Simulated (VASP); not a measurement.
# PtS2 (P1) in VASP: notebook

PtS2 is run at these levels: r2SCAN; tasks: single point.

Program: VASP 6.6.1. These are calculated values, not measurements. Logs are shortened: lines on timing, memory, paths and dates and some standing lists are left out, and cuts for length are marked.

### Step 1. The cell of the first run

The typed cell holds 12 atoms: a = 7.105 Å, b = 7.105 Å, c = 5.123 Å, α = 90.00°, β = 90.00°, γ = 120.00°.

### Step 2. Single point, r2SCAN

POSCAR

```
PtS2
1.0
    7.1052481869      0.0000000000      0.0000000000
   -3.5526240935      6.1533254301      0.0000000000
    0.0000000000      0.0000000000      5.1228306381
Pt S
4 8
Direct
   -0.0042415479     -0.0025826685     -0.0007368973
    0.0019449563      0.5010950640      0.0062326870
    0.4976827332      0.0008600228      0.0022175240
    0.5053655038      0.5016107201     -0.0009879304
    0.1624211077      0.3217546386      0.2393538039
    0.3306777524      0.1661426836      0.7473584958
    0.1646804238      0.8311268530      0.2304595025
    0.3367820987      0.6779035251      0.7520525803
    0.6633968452      0.3284809203      0.2353497676
    0.8376362857      0.1688376491      0.7621411434
    0.6692337712      0.8409254571      0.2402004062
    0.8305985715      0.6588465125      0.7521603333
```

INCAR.step1

```
SYSTEM = PtS2
PREC = Accurate
ENCUT = 520
ISMEAR = -1
SIGMA = 0.02
LREAL = .False.
LASPH = .True.
NELM = 60
NBANDS = 56
GGA = PE
ALGO = Normal
EDIFF = 1E-4
LWAVE = .True.
LCHARG = .False.
```

INCAR.step2

```
SYSTEM = PtS2
PREC = Accurate
ENCUT = 520
EDIFF = 1E-6
ISMEAR = -1
SIGMA = 0.02
LREAL = .False.
LASPH = .True.
NELM = 60
ALGO = Normal
ISIF = 2
LWAVE = .False.
LCHARG = .False.
METAGGA = R2SCAN
LMIXTAU = .True.
NBANDS = 56
ISTART = 1
```

KPOINTS

```
Automatic mesh
0
Gamma
  3 3 4
  0 0 0
```

Potentials or basis: VASP PAW PBE potentials, release 64 (Pt, S).

On the command line:

```sh
cat potpaw_PBE.64/Pt/POTCAR potpaw_PBE.64/S/POTCAR > POTCAR
cp INCAR.step1 INCAR
mpirun -np 1 vasp_std > vasp.out
cp INCAR.step2 INCAR
mpirun -np 1 vasp_std > vasp.out
```

OUTCAR:

```text
SYSTEM = PtS2
   PREC = Accurate
   ENCUT = 520
   EDIFF = 1E-6
   ISMEAR = -1
   LREAL = .False.
   LASPH = .True.
   NELM = 60
   ISIF = 2
   METAGGA = R2SCAN
   ISTART = 1

 ion  position               nearest neighbor table
   1  0.996  0.997  0.999-   5 2.34  11 2.36  10 2.36   7 2.38   6 2.43  12 2.44
   2  0.002  0.501  0.006-   7 2.33   9 2.39  10 2.40  12 2.41   5 2.41   8 2.44
   3  0.498  0.001  0.002-   9 2.34   7 2.36   8 2.36  11 2.38   6 2.43  10 2.43
   4  0.505  0.502  0.999-  12 2.37   9 2.37  11 2.43   6 2.43   5 2.44   8 2.47
   5  0.162  0.322  0.239-   1 2.34   2 2.41   4 2.44
   6  0.331  0.166  0.747-   3 2.43   1 2.43   4 2.43
   7  0.165  0.831  0.230-   2 2.33   3 2.36   1 2.38
   8  0.337  0.678  0.752-   3 2.36   2 2.44   4 2.47
   9  0.663  0.328  0.235-   3 2.34   4 2.37   2 2.39
  10  0.838  0.169  0.762-   1 2.36   2 2.40   3 2.43
  11  0.669  0.841  0.240-   1 2.36   3 2.38   4 2.43
  12  0.831  0.659  0.752-   4 2.37   2 2.41   1 2.44

  LATTYP: Found a hexagonal cell.
 ALAT       =     7.1052481869
 C/A-ratio  =     0.7209924978

  Lattice vectors:

 A1 = (   7.1052481869,   0.0000000000,   0.0000000000)
 A2 = (  -3.5526240935,   6.1533254301,   0.0000000000)
 A3 = (   0.0000000000,   0.0000000000,   5.1228306381)

Analysis of symmetry for initial positions (statically):
=====================================================================
 Subroutine PRICEL returns:
 Original cell was already a primitive cell.

 Routine SETGRP: Setting up the symmetry group for a
 hexagonal supercell.

 Subroutine GETGRP returns: Found  1 space group operations
 (whereof  1 operations were pure point group operations)
 out of a pool of 24 trial point group operations.

The static configuration has the point symmetry C_1 .

Analysis of symmetry for dynamics (positions and initial velocities):
=====================================================================
 Subroutine PRICEL returns:
 Original cell was already a primitive cell.

 Routine SETGRP: Setting up the symmetry group for a
 hexagonal supercell.

 Subroutine GETGRP returns: Found  1 space group operations
 (whereof  1 operations were pure point group operations)
 out of a pool of 24 trial point group operations.

The dynamic configuration has the point symmetry C_1 .

 Subroutine INISYM returns: Found  1 space group operations
 (whereof  1 operations are pure point group operations),
 and found     1 'primitive' translations

----------------------------------------------------------------------------------------

                                     Primitive cell

  volume of cell :     223.9748

  direct lattice vectors                    reciprocal lattice vectors
     7.105248187  0.000000000  0.000000000     0.140741037  0.081256876  0.000000000
    -3.552624093  6.153325430  0.000000000     0.000000000  0.162513752  0.000000000
     0.000000000  0.000000000  5.122830638     0.000000000  0.000000000  0.195204579

  length of vectors
     7.105248187  7.105248187  5.122830638     0.162513752  0.162513752  0.195204579

  position of ions in fractional coordinates (direct lattice)
     0.995758452  0.997417332  0.999263103
     0.001944956  0.501095064  0.006232687
     0.497682733  0.000860023  0.002217524
     0.505365504  0.501610720  0.999012070
     0.162421108  0.321754639  0.239353804
     0.330677752  0.166142684  0.747358496
     0.164680424  0.831126853  0.230459502
     0.336782099  0.677903525  0.752052580
     0.663396845  0.328480920  0.235349768
     0.837636286  0.168837649  0.762141143
     0.669233771  0.840925457  0.240200406
     0.830598571  0.658846512  0.752160333

  ion indices of the primitive-cell ions
   primitive index   ion index
                 1           1
                 2           2
                 3           3
                 4           4
                 5           5
                 6           6
                 7           7
                 8           8
                 9           9
                10          10
                11          11
                12          12

----------------------------------------------------------------------------------------

 KPOINTS: Automatic mesh

Automatic generation of k-mesh.
 Grid dimensions read from file:
 generate k-points for:    3    3    4

 Generating k-lattice:

  Cartesian coordinates                     Fractional coordinates (reciprocal lattice)
     0.046913679  0.027085625  0.000000000     0.333333333  0.000000000  0.000000000
     0.000000000  0.054171251  0.000000000     0.000000000  0.333333333  0.000000000
     0.000000000  0.000000000  0.048801145     0.000000000  0.000000000  0.250000000

  Length of vectors
     0.054171251  0.054171251  0.048801145

  Shift w.r.t. Gamma in fractional coordinates (k-lattice)
     0.000000000  0.000000000  0.000000000

 Subroutine IBZKPT returns following result:
 ===========================================

 Found     19 irreducible k-points:

 Following reciprocal coordinates:
            Coordinates               Weight
  0.000000  0.000000  0.000000      1.000000
  0.333333  0.000000  0.000000      2.000000
  0.000000  0.333333  0.000000      2.000000
 -0.333333  0.333333  0.000000      2.000000
  0.333333  0.333333  0.000000      2.000000
  0.000000  0.000000  0.250000      2.000000
[... 11 lines left out ...]
 -0.333333  0.333333  0.500000      2.000000
  0.333333  0.333333  0.500000      2.000000
   k-points           NKPTS =     19   k-points in BZ     NKDIM =     19   number of bands    NBANDS=     56
   number of dos      NEDOS =    301   number of ions     NIONS =     12
   total plane-waves  NPLWV = 116640
   dimension x,y,z NGX =    54 NGY =   54 NGZ =   40
   dimension x,y,z NGXF=   108 NGYF=  108 NGZF=   80
   ions per type =               4   8
   NGX,Y,Z   is equivalent  to a cutoff of  12.63, 12.63, 12.98 a.u.
   NGXF,Y,Z  is equivalent  to a cutoff of  25.27, 25.27, 25.96 a.u.
 SYSTEM =  PtS2
   PREC   = accura    normal or accurate (medium, high low for compatibility)
   ISTART =      1    job   : 0-new  1-cont  2-samecut
   ICHARG =      0    charge: 1-file 2-atom 10-const
   ISPIN  =      1    spin polarized calculation?
   LNONCOLLINEAR =      F non collinear calculations
   LSORBIT =      F    spin-orbit coupling
   LASPH  =      T    aspherical Exc in radial PAW
   ENCUT  =  520.0 eV  38.22 Ry    6.18 a.u.  13.21 13.21  9.53*2*pi/ulx,y,z
   NELM   =     60;   NELMIN=  2; NELMDL=  0     # of ELM steps
   EDIFF  = 0.1E-05   stopping-criterion for ELM
   LREAL  =      F    real-space projection
   EDIFFG = 0.1E-04   stopping-criterion for IOM
   NSW    =      0    number of steps for IOM
   IBRION =     -1    ionic relax: 0-MD 1-quasi-New 2-CG
   NFREE  =      0    steps in history (QN), initial steepest desc. (CG)
   ISIF   =      2    stress and relaxation
   ISYM   =      2    0-nonsym 1-usesym 2-fastsym
   POTIM  = 0.5000    time-step for ionic-motion
   TEBEG  =    0.0;   TEEND  =   0.0 temperature during run
   PSTRESS=    0.0 pullay stress
   NELECT =      88.0000    total number of electrons
   NUPDOWN=      -1.0000    fix difference up-down
   EMIN   =  10.00;   EMAX   =-10.00  energy-range for DOS
   EFERMI =   0.00;   METHOD = LEGACY
   ISMEAR =    -1;   SIGMA  =   0.02  broadening in eV -4-tet -1-fermi 0-gaus
   EFERMI_NEDOS =   21; number of points for ismear=-14 and -15
   IALGO  =     38    algorithm
   IMIX   =      4    mixing-type and parameters
     AMIX     =   0.40;   BMIX     =  1.00
     AMIX_MAG =   1.60;   BMIX_MAG =  1.00
  volume/ion in A,a.u.               =      18.66       125.95
  Fermi-wavevector in a.u.,A,eV,Ry     =   1.199046  2.265869 19.561265  1.437712
  Thomas-Fermi vector in A             =   2.334919
   LORBIT       =      0    0 simple, 1 ext, 2 COOP (PROOUT), +10 PAW based schemes
   METAGGA = R2SCAN    functional components
   LHFCALC =     F    Hartree Fock is set to
   AEXX    =    0.0000 exact exchange contribution
   IVDW    =     0    specifies the selected vdW correction
   LEPSILON=     F    determine dielectric tensor
   LRPA    =     F    only Hartree local field effects (RPA)
 non-spin polarized calculation
  energy-cutoff  :      520.00
  volume of cell :      223.97
 maximum number of plane-waves:      6042
 NGX is ok and might be reduce to    54
   NGX = 27   NGY = 27   NGZ = 19

 number of electron      87.9999996 magnetization

 Free energy of the ion-electron system (eV)
  ---------------------------------------------------
  ext. energy  EPLUGINS =         0.00000000
  ---------------------------------------------------
  free energy    TOTEN  =      -275.19307468 eV

  energy without entropy =     -275.19307468  energy(sigma->0) =     -275.19307468

 E-fermi :   6.6672     XC(G=0): -11.2235

 val. band max:        6.2493389224   @ k =   0.0000   0.0000   0.0000
 cond. band min:       7.0847038369   @ k =   0.3333   0.3333   0.0000
 fundamental gap:      0.8353649146
 Fermi energy:         6.6671762370

 k-point     1 :       0.0000    0.0000    0.0000
  band No.  band energies     occupation
      1      -9.5245      2.00000
      2      -7.6849      2.00000
      3      -7.6424      2.00000
      4      -7.5940      2.00000
      5      -7.4059      2.00000
      6      -7.3384      2.00000
[... 48 lines left out ...]
     55      12.0440      0.00000
     56      12.1336      0.00000

 k-point     2 :       0.3333    0.0000    0.0000
  band No.  band energies     occupation
      1      -9.1757      2.00000
      2      -8.3069      2.00000
      3      -7.7796      2.00000
      4      -7.6639      2.00000
      5      -7.2945      2.00000
      6      -7.2040      2.00000
[... 996 lines left out ...]
  band No.  band energies     occupation
      1      -8.2813      2.00000
      2      -8.2517      2.00000
      3      -8.0924      2.00000
      4      -7.4969      2.00000
      5      -7.4673      2.00000
      6      -7.4432      2.00000
[... 48 lines left out ...]
     55      12.8954      0.00000
     56      13.5793      0.00000

------------------------ aborting loop because EDIFF is reached ----------------------------------------

  FORCE on cell =-STRESS in cart. coord.  units (eV):
  Direction    XX          YY          ZZ          XY          YZ          ZX
  --------------------------------------------------------------------------------------
  -------------------------------------------------------------------------------------
  Total        0.4809579      1.7468745      0.7977835     -0.0495091      1.2645296      0.0773642
  in kB        3.4404759     12.4960618      5.7068502     -0.3541574      9.0456636      0.5534157
  external PRESSURE =       7.2144626 kB  Pullay stress =       0.0000000 kB

 VOLUME and BASIS-vectors are now :
 -----------------------------------------------------------------------------
  energy-cutoff  :      520.00
  volume of cell :      223.97
      direct lattice vectors                 reciprocal lattice vectors
     7.105248187  0.000000000  0.000000000     0.140741037  0.081256876  0.000000000
    -3.552624093  6.153325430  0.000000000     0.000000000  0.162513752  0.000000000
     0.000000000  0.000000000  5.122830638     0.000000000  0.000000000  0.195204579

 POSITION                                       TOTAL-FORCE (eV/Angst)
 -----------------------------------------------------------------------------------
      3.53166      6.13743      5.11906         0.538973     -0.042173     -0.698629
     -1.76638      3.08340      0.03193         0.118769     -0.466755     -0.857251
      3.53310      0.00529      0.01136         0.233208      0.220257     -0.778940
      1.80871      3.08657      5.11777        -0.944784     -0.248167     -0.277558
      0.01097      1.97986      1.22617         0.149827      0.853390     -0.063297
      1.75930      1.02233      3.82859         0.099254      0.067073      0.734476
     -1.78259      5.11419      1.18061        -0.153060      0.223051      0.524622
     -0.01542      4.17136      3.85264         0.241945     -0.773891      0.608224
      3.54663      2.02125      1.20566         0.026205      0.402416      0.257184
      5.35180      1.03891      3.90432        -0.389239      0.000539      0.092191
      1.76758      5.17449      1.23051         0.031038     -0.634653     -0.053003
      3.56097      4.05410      3.85319         0.047864      0.398914      0.511981
 -----------------------------------------------------------------------------------
    total drift:                                0.000089     -0.000157     -0.000022

  FREE ENERGIE OF THE ION-ELECTRON SYSTEM (eV)
  ---------------------------------------------------
  free  energy   TOTEN  =      -275.1930746819 eV

  energy  without entropy=     -275.1930746818  energy(sigma->0) =     -275.19307468
```

Run time: 12 min. Hardware: 1 thread of Intel Xeon Platinum 8559C (Emerald Rapids), shared host; peak memory 0.44 GiB.

What came out:

```
Free energy            : -275.1931 eV
Pressure               : 0.7 GPa
Largest force          : 1.016 eV/Å
Band gap on the k mesh : 0.84 eV
```

Forces on the atoms (eV/Å):
```
Pt   0.539 -0.042 -0.699
Pt   0.119 -0.467 -0.857
Pt   0.233  0.220 -0.779
Pt  -0.945 -0.248 -0.278
S    0.150  0.853 -0.063
S    0.099  0.067  0.734
S   -0.153  0.223  0.525
S    0.242 -0.774  0.608
S    0.026  0.402  0.257
S   -0.389  0.001  0.092
S    0.031 -0.635 -0.053
S    0.048  0.399  0.512
```

Stress tensor (GPa, compression positive):
```
 0.34 -0.04  0.06
-0.04  1.25  0.90
 0.06  0.90  0.57
```

Caveat: the atoms stand as in a frame of molecular dynamics; the PAW data sets were made with another functional, which shifts forces and pressure a little; spin-orbit coupling is left out, which moves the levels of the heavy elements. r2SCAN opens gaps a little over a GGA but as a rule still falls short of measured ones.

### Step 3. Single point, r2SCAN

POSCAR

```
PtS2
1.0
    7.1052481869      0.0000000000      0.0000000000
   -3.5526240935      6.1533254301      0.0000000000
    0.0000000000      0.0000000000      5.1228306381
Pt S
4 8
Direct
   -0.0056741310     -0.0037431792     -0.0018271149
    0.0026700251      0.5011482060      0.0079893330
    0.4969661474      0.0014377592      0.0023172736
    0.5068285906      0.5020857478     -0.0017238516
    0.1637262775      0.3215267943      0.2388968300
    0.3302025091      0.1663071475      0.7465396126
    0.1636803422      0.8313824871      0.2300882233
    0.3372978238      0.6784190187      0.7524703181
    0.6632068758      0.3286084936      0.2353072130
    0.8376195945      0.1697818540      0.7634349594
    0.6687222933      0.8406382953      0.2402047007
    0.8307339249      0.6576861643      0.7519499027
```

INCAR.step1

```
SYSTEM = PtS2
PREC = Accurate
ENCUT = 520
ISMEAR = -1
SIGMA = 0.02
LREAL = .FALSE.
LASPH = .TRUE.
NELM = 100
NBANDS = 56
GGA = PE
ALGO = Normal
EDIFF = 1E-4
LWAVE = .TRUE.
LCHARG = .FALSE.
```

INCAR.step2

```
SYSTEM = PtS2
PREC = Accurate
ENCUT = 520
EDIFF = 1E-7
ISMEAR = -1
SIGMA = 0.02
LREAL = .FALSE.
LASPH = .TRUE.
NELM = 100
ALGO = Normal
ISIF = 2
LWAVE = .FALSE.
LCHARG = .FALSE.
METAGGA = R2SCAN
LMIXTAU = .TRUE.
NBANDS = 56
ISTART = 1
```

KPOINTS

```
Automatic mesh
0
G
  3 3 4
  0 0 0
```

Potentials or basis: VASP PAW PBE potentials, release 64 (Pt, S).

On the command line:

```sh
cat potpaw_PBE.64/Pt/POTCAR potpaw_PBE.64/S/POTCAR > POTCAR
cp INCAR.step1 INCAR
mpirun -np 1 vasp_std > vasp.out
cp INCAR.step2 INCAR
mpirun -np 1 vasp_std > vasp.out
```

It took 12 min on 1 thread of Intel Xeon Platinum 8559C (Emerald Rapids), shared host; peak memory 0.44 GiB.

Results (log left out):

| Quantity | Value |
| --- | --- |
| Free energy | -275.1709 eV |
| Pressure | 0.8 GPa |
| Largest force | 1.189 eV/Å |
| Band gap on the k mesh | 0.83 eV |

Forces on the atoms (eV/Å):
```
Pt   0.624  0.117 -0.648
Pt   0.095 -0.487 -0.949
Pt   0.303  0.174 -0.762
Pt  -1.115 -0.328 -0.254
S    0.106  0.816 -0.054
S    0.116  0.052  0.746
S   -0.108  0.241  0.556
S    0.224 -0.786  0.600
S    0.048  0.402  0.291
S   -0.391 -0.039  0.040
S    0.027 -0.605 -0.064
S    0.070  0.442  0.499
```

Stress tensor (GPa, compression positive):
```
 0.41 -0.04  0.06
-0.04  1.35  0.92
 0.06  0.92  0.67
```

Levels at points of the mesh, in eV from the valence-band top:
```csv
k point,band 41,band 42,band 43,band 44,band 45,band 46,band 47,band 48
"(0.00, 0.00, 0.00)",-2.13,-1.09,-1.04,0.00,1.61,1.62,1.69,2.16
"(0.00, 0.00, 0.50)",-1.44,-1.32,-1.29,-1.15,1.75,1.78,1.88,2.29
```

Caveat: the atoms stand as in a frame of molecular dynamics; the PAW data sets were made with another functional, which shifts forces and pressure a little; spin-orbit coupling is left out, which moves the levels of the heavy elements. A k mesh can miss the band edges.
